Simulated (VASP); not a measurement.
Set up this calculation in VASP 6.6.1, as the native input.

- Task: single point
- Functional: revPBE
- Potentials or basis: VASP PAW PBE potentials, release 64 (As)
- Cutoff: 520 eV
- k mesh: 17 × 17 × 17
- Occupations: fermi-dirac, width 0.1 eV
- Spin: no spin polarisation
- Dipole correction: no
- Further INCAR settings: ALGO = Normal; EDIFF = 1e-06; NBANDS = 12

The structure of As lies in POSCAR:

```
As
1.0
    1.8175123326      1.0493412345      7.0626426763
   -1.8175123326      1.0493412345      7.0626426763
    0.0000000000     -2.0986824689      7.0626426764
As
2
Direct
    0.8005360243      0.8005360243      0.8005360243
    0.1994639757      0.1994639757      0.1994639757
```

These files were run (other wordings do the same):

INCAR

```
SYSTEM = As
PREC = Accurate ; ENCUT = 520
EDIFF = 1E-6 ; ISMEAR = -1
SIGMA = 0.1 ; LREAL = .FALSE.
LASPH = .TRUE. ; NELM = 100
ALGO = Normal ; ISIF = 2
LWAVE = .FALSE. ; LCHARG = .FALSE.
GGA = RE ; NBANDS = 12
```

KPOINTS

```
Automatic mesh
0
G
  17 17 17
  0 0 0
```

Potentials or basis: VASP PAW PBE potentials, release 64 (As).

Launch:

```bash
$ cat potpaw_PBE.64/As/POTCAR > POTCAR
$ mpirun -np 1 vasp_std > vasp.out
```

It gave:

```json
{
 "Pressure": "0.2 GPa",
 "Largest force": "0.076 eV/Å",
 "Band gap on the k mesh": "1.65 eV (least direct gap 1.83 eV)"
}
```

Caveat: the PAW data sets were made with another functional, which shifts forces and pressure a little; an odd mesh through Γ misses points on the zone boundary, where band edges can lie.

Wall time 9.7 min on 1 thread of Intel(R) Xeon(R) 6975P-C (Granite Rapids), on a shared host, peak memory 0.72 GiB.
